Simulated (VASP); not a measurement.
**Pd: single point with r2SCAN**

The system is Pd.

```
CELL_PARAMETERS angstrom
3.22873 0.00000 0.00000
0.00000 3.22873 0.00000
0.00000 0.00000 3.22873
ATOMIC_POSITIONS crystal
Pd 0.00000 0.00000 0.00000
Pd 0.50000 0.50000 0.50000
```

This isn't the form of Pd at room conditions, which is fcc.

* Program: VASP 6.6.1
* Task: single point
* Functional: r2SCAN
* Potentials or basis: VASP PAW PBE potentials, release 64 (Pd)
* Cutoff: 520 eV
* k mesh: 11 × 11 × 11
* Occupations: fermi-dirac, width 0.05 eV
* Spin: collinear spin
* Starting moments: [0.5, -0.5] μB
* Dipole correction: no
* Further INCAR settings: ALGO = Normal; EDIFF = 1e-06; NBANDS = 21

```json
{
 "Pressure": "-14.6 GPa",
 "Band gap on the k mesh": "zero (filled and empty bands overlap)",
 "Net moment": "0.00 μB per cell",
 "Valence electrons inside the program's atomic spheres": "Pd 9.26"
}
```

Levels at points of the mesh, in eV from the Fermi level:
Spin up:
| k point | band 7 | band 8 | band 9 | band 10 | band 11 | band 12 | band 13 | band 14 |
| --- | --- | --- | --- | --- | --- | --- | --- | --- |
| (0.00, 0.00, 0.00) | -0.87 | -0.87 | 0.15 | 0.15 | 0.15 | 9.26 | 9.26 | 9.26 |
Spin down:
| k point | band 6 | band 7 | band 8 | band 9 | band 10 | band 11 | band 12 | band 13 | band 14 | band 15 |
| --- | --- | --- | --- | --- | --- | --- | --- | --- | --- | --- |
| (0.00, 0.00, 0.00) | -2.51 | -0.87 | -0.87 | 0.15 | 0.15 | 0.15 | 9.26 | 9.26 | 9.26 | 16.30 |

It took 110 s on 1 thread of AMD EPYC 9R45 96-Core Processor (Zen 5), on a shared host, peak memory 0.16 GiB.

Caveat: the cell stands under tension; the PAW data sets were made with another functional, which shifts forces and pressure a little.
